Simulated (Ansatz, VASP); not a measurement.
## Na in VASP and in Ansatz

File INCAR:

```
SYSTEM = Na
PREC = Accurate ; ENCUT = 520
EDIFF = 1E-6 ; ISMEAR = 0
SIGMA = 0.15 ; LREAL = .False.
LASPH = .True. ; NELM = 60
ALGO = Fast ; ISIF = 2
LWAVE = .False. ; LCHARG = .False.
GGA = PS ; NBANDS = 14
```

Contents of KPOINTS:

```
regular mesh
0
Gamma
  12 12 10
  0 0 0
```

POSCAR

```
Na
1.0
    0.0000000000     -3.7580792051      0.0000000000
   -3.7580792051      0.0000000000      0.0000000000
    0.0000000000      0.0000000000     -5.2675445391
Na
2
Direct
    0.5000000000      0.6094671979      0.5000000000
    0.0000000000     -0.1094671979      0.0000000000
```

Input for Ansatz:

```yaml
crystal:
  lattice:
    - [0.0, -3.7580792051, 0.0]
    - [-3.7580792051, 0.0, 0.0]
    - [0.0, 0.0, -5.2675445391]
  atoms:
    - { symbol: Na, position: [0.5, 0.6094671979, 0.5] }
    - { symbol: Na, position: [0.0, -0.1094671979, 0.0] }
basis:
  ecutwfc: 520.0
kpoints:
  mp_grid: { grid: [12, 12, 10] }
hamiltonian:
  xc: pbesol
scf:
  occupations: { method: gaussian, width: 0.15 }
output:
  forces: true
  stress: true
  eigenvalues: true
```

Change from the starting cell: mode 4 frozen in at -0.408 Å, equal normal strain along x, y and z +0.0083.

Alike in both runs: task single point; functional PBEsol; k mesh 12 × 12 × 10; occupations gaussian, width 0.15 eV; no spin polarisation.

|  | VASP | Ansatz |
| --- | --- | --- |
| version | VASP 6.6.1 | Ansatz 0.2.0 |
| potentials or method | VASP PAW PBE potentials, release 64 (Na_pv), cutoff 520 eV | scalar-relativistic, plane waves, PAW |
| valence electrons in the cell | 14 | 18 |

|  | VASP | Ansatz | Ansatz less VASP |
| --- | --- | --- | --- |
| gap on the k mesh at the Fermi level (eV) | none | none | - |
| pressure (GPa) | 0.1 | 0.1 | 0.00 |
| traceless stress, the component that is largest in VASP (GPa) | -0.92 | -0.92 | 0.000 |
| rms of the force components (eV/Å) | 0.131 | 0.132 | +0.0004 |

VASP's potentials were made for PBE, not for PBEsol. Atom by atom the forces differ by 0.000 eV/Å (rms over components). A gap of «none» marks a metal or a gap that the smearing closes. The functional is the same, so the differences come from potentials, cutoffs and numerics. VASP's potentials hold 14 valence electrons a cell and Ansatz's 18, so a difference there can come from the potentials and not from the codes.
